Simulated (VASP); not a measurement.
A run of VASP 6.6.1 is set up as follows.

Contents of INCAR:

```
SYSTEM = Sr
PREC = Accurate
ENCUT = 520
EDIFF = 1E-6
ISMEAR = 0
SIGMA = 0.1
LREAL = .FALSE.
LASPH = .TRUE.
NELM = 100
ALGO = Fast
ISIF = 2
LWAVE = .FALSE.
LCHARG = .FALSE.
GGA = PS
NBANDS = 11
```

File KPOINTS:

```
regular mesh
0
G
  18 18 16
  0 0 0
```

Contents of POSCAR:

```
Sr
1.0
    4.0048128173      0.0000000000      0.0000000000
   -2.0024064086      3.4682696372      0.0000000000
    0.0000000000      0.0000000000      3.7238629377
Sr
1
Direct
    0.0000000000      0.0000000000      0.0000000000
```

Potentials or basis: VASP PAW PBE potentials, release 64 (Sr_sv).

Command:

```sh
$ cat potpaw_PBE.64/Sr_sv/POTCAR > POTCAR
$ mpirun -np 1 vasp_std > vasp.out
```

Question: Estimate the band gap on the k mesh.

Answer: Zero (bands 5 and 6 overlap by 0.70 eV).

Question: Estimate the pressure.

Answer: 0.0 GPa.

Caveat: the PAW data sets were made with another functional, which shifts forces and pressure a little.
